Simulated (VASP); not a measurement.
# TlO3 (P6_3/mcm) in VASP: single point with PBE

Aim: the single point of TlO3 with PBE.

Everything below comes from runs of VASP 6.6.1. Logs are shortened: lines on timing, memory, paths and dates and some standing lists are left out, and cuts for length are marked.

## (1) The cell of the first run

The structure is hexagonal, space group P6_3/mcm (No. 193). The conventional cell has a = 4.152 Å, b = 4.152 Å, c = 6.522 Å, α = 90.00°, β = 90.00°, γ = 120.00°. Within 3.1 Å of Tl (site symmetry -3m) lie 12 O at 2.36 to 2.94 Å. O (site symmetry m2m) has 4 O at 2.17 Å and 2 Tl at 2.36 Å within 2.9 Å.

## (2) Single point, PBE

The input, INCAR:

```
  PREC = Accurate
  ENCUT = 520
  EDIFF = 1E-6
  ISMEAR = 0
  SIGMA = 0.1
  LREAL = False
  LASPH = True
  NELM = 60
  ALGO = Normal
  ISIF = 2
  LWAVE = False
  LCHARG = True
  GGA = PE
  LELF = True
  LVHAR = True
  NBANDS = 41
```

The input, KPOINTS:

```
regular mesh
0
Gamma
  12 12 6
```

The input, POSCAR:

```
TlO3
1.0
    4.1523880704      0.0000000000      0.0000000000
   -2.0761940352      3.5960735553      0.0000000000
    0.0000000000      0.0000000000      6.5221487318
Tl O
2 6
Direct
    0.0000000000      0.0000000000      0.0000000000
    0.0000000000      0.0000000000      0.5000000000
    0.0000000000      0.5898578250      0.2500000000
    0.5898578250      0.0000000000      0.2500000000
    0.4101421750      0.4101421750      0.2500000000
    0.5898578250      0.5898578250      0.7500000000
    0.4101421750      0.0000000000      0.7500000000
    0.0000000000      0.4101421750      0.7500000000
```

Potentials or basis: VASP PAW PBE potentials, release 64 (Tl_d, O).

Launch:

```bash
cat potpaw_PBE.64/Tl_d/POTCAR potpaw_PBE.64/O/POTCAR > POTCAR
mpirun -np 1 vasp_std > vasp.out
```

OUTCAR:

```text
PREC = Accurate
   ENCUT = 520
   EDIFF = 1E-6
   ISMEAR = 0
   LREAL = False
   LASPH = True
   NELM = 60
   ISIF = 2
   GGA = PE

 ion  position               nearest neighbor table
   1  0.000  0.000  0.000-   3 2.36   5 2.36   6 2.36   8 2.36   7 2.36   4 2.36   6 2.94   3 2.94
                             8 2.94   5 2.94   7 2.94   4 2.94   2 3.26   2 3.26
   2  0.000  0.000  0.500-   3 2.36   5 2.36   6 2.36   8 2.36   7 2.36   4 2.36   6 2.94   3 2.94
                             8 2.94   5 2.94   7 2.94   4 2.94   1 3.26   1 3.26
   3  0.000  0.590  0.250-   1 2.36   2 2.36   1 2.94   2 2.94
   4  0.590  0.000  0.250-   1 2.36   2 2.36   1 2.94   2 2.94
   5  0.410  0.410  0.250-   1 2.36   2 2.36   1 2.94   2 2.94
   6  0.590  0.590  0.750-   1 2.36   2 2.36   1 2.94   2 2.94
   7  0.410  0.000  0.750-   1 2.36   2 2.36   1 2.94   2 2.94
   8  0.000  0.410  0.750-   1 2.36   2 2.36   1 2.94   2 2.94

  LATTYP: Found a hexagonal cell.
 ALAT       =     4.1523880704
 C/A-ratio  =     1.5706982636

  Lattice vectors:

 A1 = (   4.1523880704,   0.0000000000,   0.0000000000)
 A2 = (  -2.0761940352,   3.5960735553,   0.0000000000)
 A3 = (   0.0000000000,   0.0000000000,   6.5221487318)

Analysis of symmetry for initial positions (statically):
=====================================================================
 Subroutine PRICEL returns:
 Original cell was already a primitive cell.

 Routine SETGRP: Setting up the symmetry group for a
 hexagonal supercell.

 Subroutine GETGRP returns: Found 24 space group operations
 (whereof 12 operations were pure point group operations)
 out of a pool of 24 trial point group operations.

The static configuration has the point symmetry D_3d.
 The point group associated with its full space group is D_6h.

Analysis of symmetry for dynamics (positions and initial velocities):
=====================================================================
 Subroutine PRICEL returns:
 Original cell was already a primitive cell.

 Routine SETGRP: Setting up the symmetry group for a
 hexagonal supercell.

 Subroutine GETGRP returns: Found 24 space group operations
 (whereof 12 operations were pure point group operations)
 out of a pool of 24 trial point group operations.

The dynamic configuration has the point symmetry D_3d.
 The point group associated with its full space group is D_6h.

 Subroutine INISYM returns: Found 24 space group operations
 (whereof 12 operations are pure point group operations),
 and found     1 'primitive' translations

----------------------------------------------------------------------------------------

                                     Primitive cell

  volume of cell :      97.3906

  direct lattice vectors                    reciprocal lattice vectors
     4.152388070  0.000000000  0.000000000     0.240825275  0.139040537  0.000000000
    -2.076194035  3.596073555  0.000000000     0.000000000  0.278081075  0.000000000
     0.000000000  0.000000000  6.522148732     0.000000000  0.000000000  0.153323704

  length of vectors
     4.152388070  4.152388070  6.522148732     0.278081075  0.278081075  0.153323704

  position of ions in fractional coordinates (direct lattice)
     0.000000000  0.000000000  0.000000000
     0.000000000  0.000000000  0.500000000
     0.000000000  0.589857825  0.250000000
     0.589857825  0.000000000  0.250000000
     0.410142175  0.410142175  0.250000000
     0.589857825  0.589857825  0.750000000
     0.410142175  0.000000000  0.750000000
     0.000000000  0.410142175  0.750000000

  ion indices of the primitive-cell ions
   primitive index   ion index
                 1           1
                 2           2
                 3           3
                 4           4
                 5           5
                 6           6
                 7           7
                 8           8

----------------------------------------------------------------------------------------

 KPOINTS: regular mesh

Automatic generation of k-mesh.
 Grid dimensions read from file:
 generate k-points for:   12   12    6

 Generating k-lattice:

  Cartesian coordinates                     Fractional coordinates (reciprocal lattice)
     0.020068773  0.011586711  0.000000000     0.083333333  0.000000000  0.000000000
     0.000000000  0.023173423  0.000000000     0.000000000  0.083333333  0.000000000
     0.000000000  0.000000000  0.025553951     0.000000000  0.000000000  0.166666667

  Length of vectors
     0.023173423  0.023173423  0.025553951

  Shift w.r.t. Gamma in fractional coordinates (k-lattice)
     0.000000000  0.000000000  0.000000000

 Subroutine IBZKPT returns following result:
 ===========================================

 Found     76 irreducible k-points:

 Following reciprocal coordinates:
            Coordinates               Weight
  0.000000  0.000000  0.000000      1.000000
  0.083333  0.000000  0.000000      6.000000
  0.166667  0.000000  0.000000      6.000000
  0.250000  0.000000  0.000000      6.000000
  0.333333 -0.000000  0.000000      6.000000
  0.416667  0.000000  0.000000      6.000000
[... 16 lines left out ...]
  0.250000  0.000000  0.166667     12.000000
  0.333333 -0.000000  0.166667     12.000000
 [... further k-points ...]
   k-points           NKPTS =     76   k-points in BZ     NKDIM =     76   number of bands    NBANDS=     41
   number of dos      NEDOS =    301   number of ions     NIONS =      8
   total plane-waves  NPLWV =  51200
   dimension x,y,z NGX =    32 NGY =   32 NGZ =   50
   dimension x,y,z NGXF=    64 NGYF=   64 NGZF=  100
   ions per type =               2   6
   NGX,Y,Z   is equivalent  to a cutoff of  12.81, 12.81, 12.74 a.u.
   NGXF,Y,Z  is equivalent  to a cutoff of  25.62, 25.62, 25.49 a.u.
 SYSTEM =  unknown system
   PREC   = accura    normal or accurate (medium, high low for compatibility)
   ISTART =      0    job   : 0-new  1-cont  2-samecut
   ICHARG =      2    charge: 1-file 2-atom 10-const
   ISPIN  =      1    spin polarized calculation?
   LNONCOLLINEAR =      F non collinear calculations
   LSORBIT =      F    spin-orbit coupling
   LASPH  =      T    aspherical Exc in radial PAW
   ENCUT  =  520.0 eV  38.22 Ry    6.18 a.u.   7.72  7.72 12.13*2*pi/ulx,y,z
   NELM   =     60;   NELMIN=  2; NELMDL= -5     # of ELM steps
   EDIFF  = 0.1E-05   stopping-criterion for ELM
   LREAL  =      F    real-space projection
   EDIFFG = 0.1E-04   stopping-criterion for IOM
   NSW    =      0    number of steps for IOM
   IBRION =     -1    ionic relax: 0-MD 1-quasi-New 2-CG
   NFREE  =      0    steps in history (QN), initial steepest desc. (CG)
   ISIF   =      2    stress and relaxation
   ISYM   =      2    0-nonsym 1-usesym 2-fastsym
   POTIM  = 0.5000    time-step for ionic-motion
   TEBEG  =    0.0;   TEEND  =   0.0 temperature during run
   PSTRESS=    0.0 pullay stress
   NELECT =      62.0000    total number of electrons
   NUPDOWN=      -1.0000    fix difference up-down
   EMIN   =  10.00;   EMAX   =-10.00  energy-range for DOS
   EFERMI =   0.00;   METHOD = LEGACY
   ISMEAR =     0;   SIGMA  =   0.10  broadening in eV -4-tet -1-fermi 0-gaus
   EFERMI_NEDOS =   21; number of points for ismear=-14 and -15
   IALGO  =     38    algorithm
   IMIX   =      4    mixing-type and parameters
     AMIX     =   0.40;   BMIX     =  1.00
     AMIX_MAG =   1.60;   BMIX_MAG =  1.00
  volume/ion in A,a.u.               =      12.17        82.15
  Fermi-wavevector in a.u.,A,eV,Ry     =   1.408315  2.661329 26.985113  1.983350
  Thomas-Fermi vector in A             =   2.530485
   LORBIT       =      0    0 simple, 1 ext, 2 COOP (PROOUT), +10 PAW based schemes
   GGA     = PE    functional components
   LHFCALC =     F    Hartree Fock is set to
   AEXX    =    0.0000 exact exchange contribution
   IVDW    =     0    specifies the selected vdW correction
   LEPSILON=     F    determine dielectric tensor
   LRPA    =     F    only Hartree local field effects (RPA)
 non-spin polarized calculation
 Gauss-broadening in eV      SIGMA  =   0.10
  energy-cutoff  :      520.00
  volume of cell :       97.39
 maximum number of plane-waves:      2659
 NGX is ok and might be reduce to    32
   NGX = 15   NGY = 15   NGZ = 25

 number of electron      62.0000003 magnetization

 Free energy of the ion-electron system (eV)
  ---------------------------------------------------
  ext. energy  EPLUGINS =         0.00000000
  ---------------------------------------------------
  free energy    TOTEN  =       -29.98702998 eV

  energy without entropy =      -29.96826704  energy(sigma->0) =      -29.97764851

 E-fermi :   4.1652     XC(G=0): -11.1217

 val. band max:        4.1646898567   @ k =   0.1667   0.1667   0.5000
 cond. band min:       4.1881967540   @ k =   0.3333   0.1667   0.5000
 fundamental gap:      0.0235068974
 Fermi energy:         4.1651681586

 k-point     1 :       0.0000    0.0000    0.0000
  band No.  band energies     occupation
      1     -15.2125      2.00000
      2     -14.8014      2.00000
      3     -12.0251      2.00000
      4     -12.0251      2.00000
      5     -11.7017      2.00000
      6     -11.7017      2.00000
[... 33 lines left out ...]
     40      14.5046      0.00000
     41      14.5046      0.00000

 k-point     2 :       0.0833    0.0000    0.0000
  band No.  band energies     occupation
      1     -15.1656      2.00000
      2     -14.7668      2.00000
      3     -12.0812      2.00000
      4     -12.0316      2.00000
      5     -11.7655      2.00000
      6     -11.7324      2.00000
[... 957 lines left out ...]
     40      13.1778      0.00000
     41      13.5639      0.00000

 k-point    24 :       0.3333   -0.0000    0.1667
  band No.  band energies     occupation
      1     -14.4948      2.00000
      2     -14.3091      2.00000
      3     -12.7956      2.00000
      4     -12.6156      2.00000
      5     -12.0793      2.00000
      6     -12.0103      2.00000
[... 33 lines left out ...]
     40      13.2132      0.00000
     41      13.3631      0.00000

 [... further k-points ...]

------------------------ aborting loop because EDIFF is reached ----------------------------------------

  FORCE on cell =-STRESS in cart. coord.  units (eV):
  Direction    XX          YY          ZZ          XY          YZ          ZX
  --------------------------------------------------------------------------------------
  -------------------------------------------------------------------------------------
  Total       -0.0713272     -0.0713272      0.0925944      0.0000000      0.0000000     -0.0000000
  in kB       -1.1734065     -1.1734065      1.5232749      0.0000000      0.0000000     -0.0000000
  external PRESSURE =      -0.2745127 kB  Pullay stress =       0.0000000 kB

 VOLUME and BASIS-vectors are now :
 -----------------------------------------------------------------------------
  energy-cutoff  :      520.00
  volume of cell :       97.39
      direct lattice vectors                 reciprocal lattice vectors
     4.152388070  0.000000000  0.000000000     0.240825275  0.139040537  0.000000000
    -2.076194035  3.596073555  0.000000000     0.000000000  0.278081075  0.000000000
     0.000000000  0.000000000  6.522148732     0.000000000  0.000000000  0.153323704

 POSITION                                       TOTAL-FORCE (eV/Angst)
 -----------------------------------------------------------------------------------
      0.00000      0.00000      0.00000        -0.000000     -0.000000      0.000000
      0.00000      0.00000      3.26107        -0.000000     -0.000000      0.000000
     -1.22466      2.12117      1.63054         0.012427     -0.021525      0.000000
      2.44932      0.00000      1.63054        -0.024854     -0.000000     -0.000000
      0.85153      1.47490      1.63054         0.012427      0.021525     -0.000000
      1.22466      2.12117      4.89161        -0.012427     -0.021525      0.000000
      1.70307      0.00000      4.89161         0.024854      0.000000     -0.000000
     -0.85153      1.47490      4.89161        -0.012427      0.021525      0.000000
 -----------------------------------------------------------------------------------
    total drift:                                0.000000      0.000000      0.000000

  FREE ENERGIE OF THE ION-ELECTRON SYSTEM (eV)
  ---------------------------------------------------
  free  energy   TOTEN  =       -29.9870299825 eV

  energy  without entropy=      -29.9682670400  energy(sigma->0) =      -29.97764851
```

It took 3.7 min on 1 thread of AMD EPYC 7R43 (Zen 3), shared host; peak memory 0.33 GiB.

What came out:

```yaml
Free_energy: -29.9870 eV
Pressure: 0.0 GPa
Largest_force: 0.025 eV/Å
Band_gap_on_the_k_mesh: zero (band 31 reaches 5.67 eV, above the bottom of band 32 at 3.78 eV)
```

Forces on the atoms (eV/Å):
```
Tl   0.000  0.000  0.000
Tl   0.000  0.000  0.000
O    0.012 -0.022  0.000
O   -0.025  0.000  0.000
O    0.012  0.022  0.000
O   -0.012 -0.022  0.000
O    0.025  0.000  0.000
O   -0.012  0.022  0.000
```

Stress tensor (GPa, compression positive):
```
-0.12  0.00  0.00
 0.00 -0.12  0.00
 0.00  0.00  0.15
```

Caveat: spin-orbit coupling is left out, which moves the levels of the heavy elements.
